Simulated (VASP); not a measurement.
# KI (I4/mmm) in VASP: notebook

The runs below take KI through single point, with PBE.

All numbers are computed with VASP 6.6.1; they aren't measurements. Logs are shortened: lines on timing, memory, paths and dates and some standing lists are left out, and cuts for length are marked.

### 1 The cell of the first run

It takes space group I4/mmm (No. 139, tetragonal). Conventional cell: a = 4.984 Å, b = 4.984 Å, c = 7.120 Å, α = 90.00°, β = 90.00°, γ = 90.00°. K (site symmetry 4/mmm) has 6 I at 3.52 to 3.56 Å within 4.6 Å. I (site symmetry 4/mmm) has 6 K at 3.52 to 3.56 Å within 4.6 Å.

### 2 Single point, PBE (strain +0.0100 x Voigt [0, 1, 0, 0, 0, 0])

The input, INCAR:

```
SYSTEM = KI
PREC = Accurate ; ENCUT = 520
EDIFF = 1E-6 ; ISMEAR = 0
SIGMA = 0.05 ; LREAL = .FALSE.
LASPH = .TRUE. ; NELM = 80
ALGO = Normal ; ISIF = 2
LWAVE = .FALSE. ; LCHARG = .FALSE.
GGA = PE ; NBANDS = 15
```

The input, KPOINTS:

```
Automatic mesh
0
G
  6 6 6
  0 0 0
```

The input, POSCAR:

```
KI
1.0
    0.0000000000      3.5597955000      3.5245500000
    3.5245500000      0.0000000000      3.5245500000
    3.5245500000      3.5597955000      0.0000000000
K I
1 1
Direct
    0.0000000000      0.0000000000      0.0000000000
    0.5000000000      0.5000000000      0.5000000000
```

Potentials or basis: VASP PAW PBE potentials, release 64 (K_sv, I).

On the command line:

```bash
$ cat potpaw_PBE.64/K_sv/POTCAR potpaw_PBE.64/I/POTCAR > POTCAR
$ mpirun -np 1 vasp_std > vasp.out
```

OUTCAR:

```text
SYSTEM = KI
   PREC = Accurate
   ENCUT = 520
   EDIFF = 1E-6
   ISMEAR = 0
   LREAL = .FALSE.
   LASPH = .TRUE.
   NELM = 80
   ISIF = 2
   GGA = PE

 ion  position               nearest neighbor table
   1  0.000  0.000  0.000-   2 3.52   2 3.52   2 3.52   2 3.52   2 3.56   2 3.56
   2  0.500  0.500  0.500-   1 3.52   1 3.52   1 3.52   1 3.52   1 3.56   1 3.56

  LATTYP: Found a body centered tetragonal cell.
 ALAT       =     4.9844664113
 C/A-ratio  =     1.4283556980

  Lattice vectors:

 A1 = (   0.0000000000,  -3.5597955000,   3.5245500000)
 A2 = (   0.0000000000,  -3.5597955000,  -3.5245500000)
 A3 = (   3.5245500000,   3.5597955000,   0.0000000000)

Analysis of symmetry for initial positions (statically):
=====================================================================
 Subroutine PRICEL returns:
 Original cell was already a primitive cell.

 Routine SETGRP: Setting up the symmetry group for a
 body centered tetragonal supercell.

 Subroutine GETGRP returns: Found 16 space group operations
 (whereof 16 operations were pure point group operations)
 out of a pool of 16 trial point group operations.

The static configuration has the point symmetry D_4h.

Analysis of symmetry for dynamics (positions and initial velocities):
=====================================================================
 Subroutine PRICEL returns:
 Original cell was already a primitive cell.

 Routine SETGRP: Setting up the symmetry group for a
 body centered tetragonal supercell.

 Subroutine GETGRP returns: Found 16 space group operations
 (whereof 16 operations were pure point group operations)
 out of a pool of 16 trial point group operations.

The dynamic configuration has the point symmetry D_4h.

 Subroutine INISYM returns: Found 16 space group operations
 (whereof 16 operations are pure point group operations),
 and found     1 'primitive' translations

----------------------------------------------------------------------------------------

                                     Primitive cell

  volume of cell :      88.4428

  direct lattice vectors                    reciprocal lattice vectors
     0.000000000  3.559795500  3.524550000    -0.141862082  0.140457507  0.141862082
     3.524550000  0.000000000  3.524550000     0.141862082 -0.140457507  0.141862082
     3.524550000  3.559795500  0.000000000     0.141862082  0.140457507 -0.141862082

  length of vectors
     5.009450739  4.984466411  5.009450739     0.244904087  0.244904087  0.244904087

  position of ions in fractional coordinates (direct lattice)
     0.000000000  0.000000000  0.000000000
     0.500000000  0.500000000  0.500000000

  ion indices of the primitive-cell ions
   primitive index   ion index
                 1           1
                 2           2

----------------------------------------------------------------------------------------

 KPOINTS: Automatic mesh

Automatic generation of k-mesh.
 Grid dimensions read from file:
 generate k-points for:    6    6    6

 Generating k-lattice:

  Cartesian coordinates                     Fractional coordinates (reciprocal lattice)
    -0.023643680  0.023409584  0.023643680     0.166666667  0.000000000  0.000000000
     0.023643680 -0.023409584  0.023643680     0.000000000  0.166666667  0.000000000
     0.023643680  0.023409584 -0.023643680     0.000000000  0.000000000  0.166666667

  Length of vectors
     0.040817348  0.040817348  0.040817348

  Shift w.r.t. Gamma in fractional coordinates (k-lattice)
     0.000000000  0.000000000  0.000000000

 Subroutine IBZKPT returns following result:
 ===========================================

 Found     30 irreducible k-points:

 Following reciprocal coordinates:
            Coordinates               Weight
  0.000000  0.000000  0.000000      1.000000
  0.166667  0.000000 -0.000000      8.000000
  0.333333  0.000000  0.000000      8.000000
  0.500000  0.000000  0.000000      4.000000
  0.166667  0.166667  0.000000      4.000000
  0.333333  0.166667  0.000000     16.000000
[... 16 lines left out ...]
  0.333333 -0.333333  0.166667     16.000000
  0.500000 -0.333333  0.166667      4.000000
 [... further k-points ...]
   k-points           NKPTS =     30   k-points in BZ     NKDIM =     30   number of bands    NBANDS=     15
   number of dos      NEDOS =    301   number of ions     NIONS =      2
   total plane-waves  NPLWV =  64000
   dimension x,y,z NGX =    40 NGY =   40 NGZ =   40
   dimension x,y,z NGXF=    80 NGYF=   80 NGZF=   80
   ions per type =               1   1
   NGX,Y,Z   is equivalent  to a cutoff of  13.27, 13.34, 13.27 a.u.
   NGXF,Y,Z  is equivalent  to a cutoff of  26.55, 26.68, 26.55 a.u.
 SYSTEM =  KI
   PREC   = accura    normal or accurate (medium, high low for compatibility)
   ISTART =      0    job   : 0-new  1-cont  2-samecut
   ICHARG =      2    charge: 1-file 2-atom 10-const
   ISPIN  =      1    spin polarized calculation?
[... 30 lines left out ...]
   GGA     = PE    functional components
   LHFCALC =     F    Hartree Fock is set to
   AEXX    =    0.0000 exact exchange contribution
   IVDW    =     0    specifies the selected vdW correction
   LEPSILON=     F    determine dielectric tensor
   LRPA    =     F    only Hartree local field effects (RPA)
 non-spin polarized calculation
 Gauss-broadening in eV      SIGMA  =   0.05
  energy-cutoff  :      520.00
  volume of cell :       88.44
 maximum number of plane-waves:      2421
 NGX is ok and might be reduce to    40
   NGX = 19   NGY = 19   NGZ = 19

 number of electron      15.9999999 magnetization

 Free energy of the ion-electron system (eV)
  ---------------------------------------------------
  ext. energy  EPLUGINS =         0.00000000
  ---------------------------------------------------
  free energy    TOTEN  =        -5.55690795 eV

  energy without entropy =       -5.55690795  energy(sigma->0) =       -5.55690795

 E-fermi :  -0.1211     XC(G=0):  -7.1663

 val. band max:       -0.4303975087   @ k =   0.0000   0.0000   0.0000
 cond. band min:       3.5244024195   @ k =   0.0000   0.0000   0.0000
 fundamental gap:      3.9547999282
 Fermi energy:        -0.1210928159

 k-point     1 :       0.0000    0.0000    0.0000
  band No.  band energies     occupation
      1     -28.9381      2.00000
      2     -12.4255      2.00000
      3     -12.4255      2.00000
      4     -12.4254      2.00000
      5     -10.9290      2.00000
      6      -0.4326      2.00000
      7      -0.4304      2.00000
      8      -0.4304      2.00000
      9       3.5244      0.00000
     10       6.0276      0.00000
     11       6.0869      0.00000
     12       6.0869      0.00000
     13       6.7632      0.00000
     14       6.8017      0.00000
     15       9.3535      0.00000

 k-point     2 :       0.1667    0.0000   -0.0000
  band No.  band energies     occupation
      1     -28.9376      2.00000
      2     -12.4653      2.00000
      3     -12.4261      2.00000
      4     -12.4259      2.00000
      5     -10.8575      2.00000
      6      -0.8468      2.00000
      7      -0.5219      2.00000
      8      -0.5197      2.00000
      9       4.1459      0.00000
     10       5.9861      0.00000
     11       6.3397      0.00000
     12       6.3754      0.00000
     13       7.0779      0.00000
     14       7.1186      0.00000
     15      10.2197      0.00000

 k-point     3 :       0.3333    0.0000    0.0000
  band No.  band energies     occupation
      1     -28.9366      2.00000
      2     -12.5369      2.00000
      3     -12.4276      2.00000
      4     -12.4267      2.00000
      5     -10.7211      2.00000
      6      -1.4811      2.00000
      7      -0.6888      2.00000
      8      -0.6855      2.00000
      9       4.9127      0.00000
     10       6.5818      0.00000
     11       7.0394      0.00000
     12       7.0804      0.00000
     13       7.9141      0.00000
     14       7.9507      0.00000
     15       9.2358      0.00000
[... 343 lines left out ...]
 k-point    23 :       0.3333   -0.3333    0.1667
  band No.  band energies     occupation
      1     -28.9356      2.00000
      2     -12.5094      2.00000
      3     -12.4493      2.00000
      4     -12.4401      2.00000
      5     -10.7087      2.00000
      6      -1.3941      2.00000
      7      -1.0656      2.00000
      8      -0.8747      2.00000
      9       5.8385      0.00000
     10       6.1751      0.00000
     11       6.5869      0.00000
     12       7.8085      0.00000
     13       8.3528      0.00000
     14       8.7610      0.00000
     15       9.4354      0.00000

 k-point    24 :       0.5000   -0.3333    0.1667
  band No.  band energies     occupation
      1     -28.9354      2.00000
      2     -12.4690      2.00000
      3     -12.4634      2.00000
      4     -12.4496      2.00000
      5     -10.7412      2.00000
      6      -1.2933      2.00000
      7      -0.9922      2.00000
      8      -0.9819      2.00000
      9       5.2388      0.00000
     10       5.9476      0.00000
     11       6.9943      0.00000
     12       7.8929      0.00000
     13       8.1175      0.00000
     14       9.1761      0.00000
     15       9.6358      0.00000

 [... further k-points ...]
[... 5 lines left out ...]
  --------------------------------------------------------------------------------------
  -------------------------------------------------------------------------------------
  Total        0.3705715      0.2284398      0.3705715      0.0000000      0.0000000      0.0000000
  in kB        6.7130545      4.1382813      6.7130545      0.0000000      0.0000000      0.0000000
  external PRESSURE =       5.8547967 kB  Pullay stress =       0.0000000 kB

 VOLUME and BASIS-vectors are now :
 -----------------------------------------------------------------------------
  energy-cutoff  :      520.00
  volume of cell :       88.44
      direct lattice vectors                 reciprocal lattice vectors
     0.000000000  3.559795500  3.524550000    -0.141862082  0.140457507  0.141862082
     3.524550000  0.000000000  3.524550000     0.141862082 -0.140457507  0.141862082
     3.524550000  3.559795500  0.000000000     0.141862082  0.140457507 -0.141862082

 POSITION                                       TOTAL-FORCE (eV/Angst)
 -----------------------------------------------------------------------------------
      0.00000      0.00000      0.00000         0.000000      0.000000     -0.000000
      3.52455      3.55980      3.52455        -0.000000      0.000000      0.000000
 -----------------------------------------------------------------------------------
    total drift:                                0.000000     -0.000000     -0.000000

  FREE ENERGIE OF THE ION-ELECTRON SYSTEM (eV)
  ---------------------------------------------------
  free  energy   TOTEN  =        -5.5569079498 eV

  energy  without entropy=       -5.5569079498  energy(sigma->0) =       -5.55690795
```

Wall time 73 s (1 thread of AMD EPYC 7R13, shared host); peak memory 0.22 GiB.

Results:

```yaml
Free_energy: -5.5569 eV
Pressure: 0.6 GPa
Band_gap_on_the_k_mesh: 3.95 eV
```

Caveat: the cell differs from its parent crystal (strain +0.0100 x Voigt [0, 1, 0, 0, 0, 0]); spin-orbit coupling is left out, which moves the levels of the heavy elements.

### 3 Single point, PBE (strain +0.0300 x Voigt [0, 1, 0, 0, 0, 0])

The input, INCAR:

```
SYSTEM = KI
PREC = Accurate
ENCUT = 520
EDIFF = 1E-6
ISMEAR = 0
SIGMA = 0.05
LREAL = .FALSE.
LASPH = .TRUE.
NELM = 60
ALGO = Normal
ISIF = 2
LWAVE = .FALSE.
LCHARG = .FALSE.
GGA = PE
NBANDS = 15
```

KPOINTS is that of step 2.

The input, POSCAR:

```
KI
1.0
    0.0000000000      3.6302865000      3.5245500000
    3.5245500000      0.0000000000      3.5245500000
    3.5245500000      3.6302865000      0.0000000000
K I
1 1
Direct
    0.0000000000      0.0000000000      0.0000000000
    0.5000000000      0.5000000000      0.5000000000
```

Potentials or basis: VASP PAW PBE potentials, release 64 (K_sv, I).

On the command line:

```bash
$ cat potpaw_PBE.64/K_sv/POTCAR potpaw_PBE.64/I/POTCAR > POTCAR
$ mpirun -np 1 vasp_std > vasp.out
```

It took 78 s on 1 thread of AMD EPYC 7R13, shared host; peak memory 0.22 GiB.

Results (log left out):

* Free energy: -5.5587 eV
* Pressure: 0.4 GPa
* Band gap on the k mesh: 3.91 eV

Stress tensor (GPa, compression positive):
```
 0.58  0.00  0.00
 0.00 -0.08  0.00
 0.00  0.00  0.58
```

Levels at points of the mesh, in eV from the valence-band top:
```csv
k point,band 4,band 5,band 6,band 7,band 8,band 9,band 10,band 11,band 12,band 13
"(0.00, 0.00, 0.00)",-12.03,-10.47,0.00,0.00,0.00,3.91,6.39,6.56,6.56,7.15
"(0.50, 0.00, 0.00)",-12.03,-10.22,-1.27,-0.33,-0.32,5.50,7.64,7.99,8.21,8.66
"(0.50, 0.50, 0.00)",-12.04,-10.33,-0.96,-0.39,-0.35,4.96,5.72,8.09,8.65,8.73
"(0.50, 0.00, 0.50)",-12.04,-10.34,-0.98,-0.33,-0.33,4.98,5.71,8.03,8.60,8.64
```

Caveat: the cell differs from its parent crystal (strain +0.0300 x Voigt [0, 1, 0, 0, 0, 0]); spin-orbit coupling is left out, which moves the levels of the heavy elements.

### 4 Single point, PBE (strain +0.0200 x Voigt [0, 1, 0, 0, 0, 0])

The input, INCAR:

```
SYSTEM = KI
  PREC = Accurate
  ENCUT = 520
  EDIFF = 1E-6
  ISMEAR = 0
  SIGMA = 0.05
  LREAL = .False.
  LASPH = .True.
  NELM = 60
  ALGO = Normal
  ISIF = 2
  LWAVE = .False.
  LCHARG = .False.
  GGA = PE
  NBANDS = 15
```

The input, KPOINTS:

```
Automatic mesh
0
Gamma
  6 6 6
  0 0 0
```

The input, POSCAR:

```
KI
1.0
    0.0000000000      3.5950410000      3.5245500000
    3.5245500000      0.0000000000      3.5245500000
    3.5245500000      3.5950410000      0.0000000000
K I
1 1
Direct
    0.0000000000      0.0000000000      0.0000000000
    0.5000000000      0.5000000000      0.5000000000
```

On the command line:

```bash
$ cat potpaw_PBE.64/K_sv/POTCAR potpaw_PBE.64/I/POTCAR > POTCAR
$ mpirun -np 1 vasp_std > vasp.out
```

Run time: 68 s. Hardware: 1 thread of AMD EPYC 7R13, shared host; peak memory 0.22 GiB.

It converged, with:

| Item | Value |
| --- | --- |
| Free energy | -5.5585 eV |
| Pressure | 0.5 GPa |
| Band gap on the k mesh | 3.93 eV |

Stress tensor (GPa, compression positive):
```
0.63 0.00 0.00
0.00 0.15 0.00
0.00 0.00 0.63
```

Levels at points of the mesh, in eV from the valence-band top:
```tsv
k point	band 6	band 7	band 8	band 9	band 10	band 11
(0.00, 0.00, 0.00)	0.00	0.00	0.00	3.93	6.42	6.54
(0.50, 0.00, 0.00)	-1.29	-0.33	-0.32	5.51	7.67	8.05
(0.50, 0.50, 0.00)	-0.97	-0.38	-0.36	4.95	5.74	8.10
(0.50, 0.00, 0.50)	-0.99	-0.34	-0.34	4.96	5.73	8.05
```

Caveat: the cell differs from its parent crystal (strain +0.0200 x Voigt [0, 1, 0, 0, 0, 0]); spin-orbit coupling is left out, which moves the levels of the heavy elements.

### 5 Single point, PBE (strain +0.0400 x Voigt [0, 1, 0, 0, 0, 0])

The input, INCAR:

```
SYSTEM = KI
PREC = Accurate
ENCUT = 520
EDIFF = 1E-6
ISMEAR = 0
SIGMA = 0.05
LREAL = .False.
LASPH = .True.
NELM = 80
ALGO = Normal
ISIF = 2
LWAVE = .False.
LCHARG = .False.
GGA = PE
NBANDS = 15
```

The input, KPOINTS:

```
regular mesh
0
Gamma
  6 6 6
  0 0 0
```

The input, POSCAR:

```
KI
1.0
    0.0000000000      3.6655320000      3.5245500000
    3.5245500000      0.0000000000      3.5245500000
    3.5245500000      3.6655320000      0.0000000000
K I
1 1
Direct
    0.0000000000      0.0000000000      0.0000000000
    0.5000000000      0.5000000000      0.5000000000
```

On the command line:

```bash
$ cat potpaw_PBE.64/K_sv/POTCAR potpaw_PBE.64/I/POTCAR > POTCAR
$ mpirun -np 1 vasp_std > vasp.out
```

It took 72 s on 1 thread of AMD EPYC 7R13, shared host; peak memory 0.22 GiB.

It converged, with:

```
Free energy            : -5.5577 eV
Pressure               : 0.3 GPa
Band gap on the k mesh : 3.89 eV
```

Stress tensor (GPa, compression positive):
```
 0.54  0.00  0.00
 0.00 -0.28  0.00
 0.00  0.00  0.54
```

Levels at points of the mesh, in eV from the valence-band top:
| k point | band 5 | band 6 | band 7 | band 8 | band 9 | band 10 | band 11 | band 12 |
| --- | --- | --- | --- | --- | --- | --- | --- | --- |
| (0.00, 0.00, 0.00) | -10.46 | -0.01 | 0.00 | 0.00 | 3.89 | 6.36 | 6.59 | 6.59 |
| (0.50, 0.00, 0.00) | -10.22 | -1.25 | -0.32 | -0.31 | 5.48 | 7.60 | 7.94 | 8.23 |
| (0.50, 0.50, 0.00) | -10.32 | -0.94 | -0.39 | -0.34 | 4.98 | 5.70 | 8.09 | 8.63 |
| (0.50, 0.00, 0.50) | -10.34 | -0.97 | -0.31 | -0.31 | 5.00 | 5.69 | 8.00 | 8.52 |

Caveat: the cell differs from its parent crystal (strain +0.0400 x Voigt [0, 1, 0, 0, 0, 0]); spin-orbit coupling is left out, which moves the levels of the heavy elements.

### 6 Single point, PBE (strain +0.0350 x Voigt [0, 1, 0, 0, 0, 0])

The input, INCAR:

```
ALGO     = Normal         # electronic algorithm
EDIFF    = 1E-6           # SCF threshold, eV
ENCUT    = 520            # plane-wave cutoff, eV
GGA      = PE             # functional
ISIF     = 2              # what is computed and relaxed
ISMEAR   = 0              # smearing method
LASPH    = T              # aspherical terms in the spheres
LCHARG   = F              # write CHGCAR
LREAL    = F              # projectors in reciprocal space
LWAVE    = F              # write WAVECAR
NBANDS   = 15             # bands
NELM     = 60             # most SCF steps
PREC     = Accurate       # precision mode
SIGMA    = 0.05           # smearing width, eV
```

The input, KPOINTS:

```
k-points
0
Gamma
  6 6 6
```

The input, POSCAR:

```
KI
1.0
    0.0000000000      3.6479092500      3.5245500000
    3.5245500000      0.0000000000      3.5245500000
    3.5245500000      3.6479092500      0.0000000000
K I
1 1
Direct
    0.0000000000      0.0000000000      0.0000000000
    0.5000000000      0.5000000000      0.5000000000
```

Potentials or basis: VASP PAW PBE potentials, release 64 (K_sv, I).

On the command line:

```bash
$ cat potpaw_PBE.64/K_sv/POTCAR potpaw_PBE.64/I/POTCAR > POTCAR
$ mpirun -np 1 vasp_std > vasp.out
```

Run time: 83 s. Hardware: 1 thread of AMD EPYC 7R13, shared host; peak memory 0.22 GiB.

Results (log left out):

```
Free energy            : -5.5583 eV
Pressure               : 0.3 GPa
Band gap on the k mesh : 3.90 eV
```

Stress tensor (GPa, compression positive):
```
 0.56  0.00  0.00
 0.00 -0.18  0.00
 0.00  0.00  0.56
```

Levels at points of the mesh, in eV from the valence-band top:
| k point | band 4 | band 5 | band 6 | band 7 | band 8 | band 9 | band 10 | band 11 | band 12 | band 13 |
| --- | --- | --- | --- | --- | --- | --- | --- | --- | --- | --- |
| (0.00, 0.00, 0.00) | -12.03 | -10.47 | -0.01 | 0.00 | 0.00 | 3.90 | 6.37 | 6.57 | 6.57 | 7.14 |
| (0.50, 0.00, 0.00) | -12.04 | -10.22 | -1.26 | -0.32 | -0.31 | 5.49 | 7.62 | 7.97 | 8.22 | 8.65 |
| (0.50, 0.50, 0.00) | -12.05 | -10.33 | -0.95 | -0.39 | -0.35 | 4.97 | 5.71 | 8.09 | 8.64 | 8.71 |
| (0.50, 0.00, 0.50) | -12.05 | -10.34 | -0.97 | -0.32 | -0.32 | 4.99 | 5.70 | 8.01 | 8.56 | 8.62 |

Caveat: the cell differs from its parent crystal (strain +0.0350 x Voigt [0, 1, 0, 0, 0, 0]); spin-orbit coupling is left out, which moves the levels of the heavy elements.

### 7 Overview

| cell | gap on the mesh (eV) | pressure (GPa) |
| --- | --- | --- |
| a = 5.009, b = 4.984 Å, angles 60.2, 59.7, 60.2°, 2 atoms | 3.95 | 0.6 |
| a = 5.060, b = 4.984 Å, angles 60.5, 59.0, 60.5°, 2 atoms | 3.91 | 0.4 |
| a = 5.035, b = 4.984 Å, angles 60.3, 59.3, 60.3°, 2 atoms | 3.93 | 0.5 |
| a = 5.085, b = 4.984 Å, angles 60.7, 58.7, 60.7°, 2 atoms | 3.89 | 0.3 |
| a = 5.072, b = 4.984 Å, angles 60.6, 58.9, 60.6°, 2 atoms | 3.90 | 0.3 |

Alike in all rows: task single point; level PBE; potentials or basis VASP PAW PBE potentials, release 64 (K_sv, I); no spin polarisation; k mesh 6 × 6 × 6; cutoff (eV) 520; smearing gaussian 0.05 eV.

Caveats: spin-orbit coupling is left out, which moves the levels of the heavy elements.

Total energies depend on the potentials used, so only differences within one code and one set of settings carry meaning.
